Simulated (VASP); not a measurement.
# HfN (rocksalt type) (Fm-3m) in VASP: notebook, part 2 of 2

VASP 6.6.1. The steps go on from the part before.

### 3 Single point, PBE

INCAR reads:

```
SYSTEM = HfN
ALGO = Normal
EDIFF = 1E-7
ENCUT = 520
GGA = PE
ISIF = 2
ISMEAR = -1
LASPH = .True.
LCHARG = .True.
LELF = .True.
LREAL = .False.
LVHAR = .True.
LWAVE = .False.
NBANDS = 14
NELM = 80
PREC = Accurate
SIGMA = 0.08
```

KPOINTS reads:

```
k-points
0
Gamma
  16 16 16
  0 0 0
```

POSCAR reads:

```
HfN
1.0
    0.0000000000      2.2202236329      2.2202236329
    2.2202236329      0.0000000000      2.2202236329
    2.2202236329      2.2202236329      0.0000000000
Hf N
1 1
Direct
    0.0000000000      0.0000000000      0.0000000000
    0.5000000000      0.5000000000      0.5000000000
```

Potentials or basis: VASP PAW PBE potentials, release 64 (Hf_pv, N).

Run with:

```console
> cat potpaw_PBE.64/Hf_pv/POTCAR potpaw_PBE.64/N/POTCAR > POTCAR
> mpirun -np 1 vasp_std > vasp.out
```

OUTCAR:

```text
SYSTEM = HfN
   EDIFF = 1E-7
   ENCUT = 520
   GGA = PE
   ISIF = 2
   ISMEAR = -1
   LASPH = .True.
   LREAL = .False.
   NELM = 80
   PREC = Accurate

 ion  position               nearest neighbor table
   1  0.000  0.000  0.000-   2 2.22   2 2.22   2 2.22   2 2.22   2 2.22   2 2.22
   2  0.500  0.500  0.500-   1 2.22   1 2.22   1 2.22   1 2.22   1 2.22   1 2.22

  LATTYP: Found a face centered cubic cell.
 ALAT       =     4.4404472658

  Lattice vectors:

 A1 = (   0.0000000000,   2.2202236329,   2.2202236329)
 A2 = (   2.2202236329,   0.0000000000,   2.2202236329)
 A3 = (   2.2202236329,   2.2202236329,   0.0000000000)

Analysis of symmetry for initial positions (statically):
=====================================================================
 Subroutine PRICEL returns:
 Original cell was already a primitive cell.

 Routine SETGRP: Setting up the symmetry group for a
 face centered cubic supercell.

 Subroutine GETGRP returns: Found 48 space group operations
 (whereof 48 operations were pure point group operations)
 out of a pool of 48 trial point group operations.

The static configuration has the point symmetry O_h .

[... 173 lines left out ...]
      6       5.7666      2.00000
      7       5.7666      2.00000
      8       8.4780      1.98417
      9       8.4780      1.98417
     10       8.4780      1.98417
     11      10.9530      0.00000
     12      10.9530      0.00000
     13      11.1648      0.00000
     14      18.5471      0.00000
[... 377 lines left out ...]
      1     -22.2079      2.00000
      2     -22.1183      2.00000
      3     -22.0912      2.00000
      4      -8.6994      2.00000
      5       4.7186      2.00000
      6       5.0521      2.00000
      7       5.3947      2.00000
      8       8.6542      1.86543
      9       8.6625      1.85185
     10       9.1402      0.06180
     11      11.1815      0.00000
     12      12.0658      0.00000
     13      12.0958      0.00000
     14      19.3968      0.00000

 [... further k-points ...]

------------------------ aborting loop because EDIFF is reached ----------------------------------------

  FORCE on cell =-STRESS in cart. coord.  units (eV):
  Direction    XX          YY          ZZ          XY          YZ          ZX
  --------------------------------------------------------------------------------------
  -------------------------------------------------------------------------------------
  Total        2.6629508      2.6629508      2.6629508      0.0000000      0.0000000      0.0000000
  in kB      194.9187258    194.9187258    194.9187258      0.0000000      0.0000000      0.0000000
  external PRESSURE =     194.9187258 kB  Pullay stress =       0.0000000 kB

 VOLUME and BASIS-vectors are now :
 -----------------------------------------------------------------------------
  energy-cutoff  :      520.00
  volume of cell :       21.89
      direct lattice vectors                 reciprocal lattice vectors
     0.000000000  2.220223633  2.220223633    -0.225202539  0.225202539  0.225202539
     2.220223633  0.000000000  2.220223633     0.225202539 -0.225202539  0.225202539
     2.220223633  2.220223633  0.000000000     0.225202539  0.225202539 -0.225202539

 POSITION                                       TOTAL-FORCE (eV/Angst)
 -----------------------------------------------------------------------------------
      0.00000      0.00000      0.00000         0.000000      0.000000      0.000000
      2.22022      2.22022      2.22022        -0.000000     -0.000000     -0.000000
 -----------------------------------------------------------------------------------
    total drift:                                0.000000     -0.000000     -0.000000

  FREE ENERGIE OF THE ION-ELECTRON SYSTEM (eV)
  ---------------------------------------------------
  free  energy   TOTEN  =       -21.6819859152 eV

  energy  without entropy=      -21.6705651351  energy(sigma->0) =      -21.67627553
```

OSZICAR:

```text
N       E                     dE             d eps       ncg     rms          rms(c)
DAV:   1     0.390361636344E+02    0.39036E+02   -0.78397E+03  4068   0.102E+03
DAV:   2    -0.227690844079E+02   -0.61805E+02   -0.58018E+02  5374   0.240E+02
DAV:   3    -0.246770039218E+02   -0.19079E+01   -0.18996E+01  4666   0.345E+01
DAV:   4    -0.246834644628E+02   -0.64605E-02   -0.64597E-02  4954   0.234E+00
DAV:   5    -0.246835018402E+02   -0.37377E-04   -0.37377E-04  4638   0.154E-01    0.545E+01
DAV:   6    -0.217612461928E+02    0.29223E+01   -0.79645E+00  4570   0.225E+01    0.453E+01
DAV:   7    -0.217045809849E+02    0.56665E-01   -0.44589E-01  5110   0.595E+00    0.276E+01
DAV:   8    -0.216861546532E+02    0.18426E-01   -0.75138E-02  4930   0.241E+00    0.551E+00
DAV:   9    -0.216821400033E+02    0.40146E-02   -0.12142E-02  4666   0.878E-01    0.194E+00
DAV:  10    -0.216820157157E+02    0.12429E-03   -0.10590E-03  5388   0.316E-01    0.401E-01
DAV:  11    -0.216819881254E+02    0.27590E-04   -0.73263E-05  4654   0.864E-02    0.968E-02
DAV:  12    -0.216819863770E+02    0.17484E-05   -0.67150E-06  5490   0.221E-02    0.269E-02
DAV:  13    -0.216819859921E+02    0.38486E-06   -0.25403E-07  4534   0.489E-03    0.371E-03
DAV:  14    -0.216819859152E+02    0.76897E-07   -0.13232E-08  3212   0.106E-03
   1 F= -.21681986E+02 E0= -.21676276E+02  d E =-.114208E-01
```

stdout:

```text
POSCAR found type information on POSCAR HfN
 POSCAR found :  2 types and       2 ions
 scaLAPACK will be used
 LDA part: xc-table for (Slater+PW92), standard interpolation
 POSCAR, INCAR and KPOINTS ok, starting setup
 FFT: planning ... GRIDC
 FFT: planning ... GRID_SOFT
 FFT: planning ... GRID
 WAVECAR not read
 entering main loop
```

It took 84 s on 1 thread of AMD EPYC 7R13, shared host; peak memory 0.15 GiB.

What came out:

* Free energy: -21.6820 eV
* Pressure: 19.5 GPa
